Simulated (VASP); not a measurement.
A run of VASP 6.6.1 is set up as follows.

File INCAR:

```
SYSTEM = Ge
ALGO = Normal ; EDIFF = 1E-6
ENCUT = 520 ; GGA = RP
ISIF = 2 ; ISMEAR = -1
LASPH = .TRUE. ; LCHARG = .TRUE.
LELF = .TRUE. ; LREAL = .FALSE.
LVHAR = .TRUE. ; LWAVE = .FALSE.
NBANDS = 13 ; NELM = 60
PREC = Accurate ; SIGMA = 0.1
```

Contents of KPOINTS:

```
k-points
0
G
  15 15 15
  0 0 0
```

Contents of POSCAR:

```
Ge
1.0
   -1.7495707433      1.7495707433      1.7495707433
    1.7495707433     -1.7495707433      1.7495707433
    1.7495707433      1.7495707433     -1.7495707433
Ge
1
Direct
    0.0000000000      0.0000000000      0.0000000000
```

Potentials or basis: VASP PAW PBE potentials, release 64 (Ge_d).

The run is started by

```console
$ cat potpaw_PBE.64/Ge_d/POTCAR > POTCAR
$ mpirun -np 1 vasp_std > vasp.out
```

Q: What does it give for the pressure?

A: -4.1 GPa.

Q: Estimate the band gap on the k mesh.

A: Zero (bands 7 and 8 overlap by 10.54 eV).

Caveat: the cell stands under tension; the PAW data sets were made with another functional, which shifts forces and pressure a little.
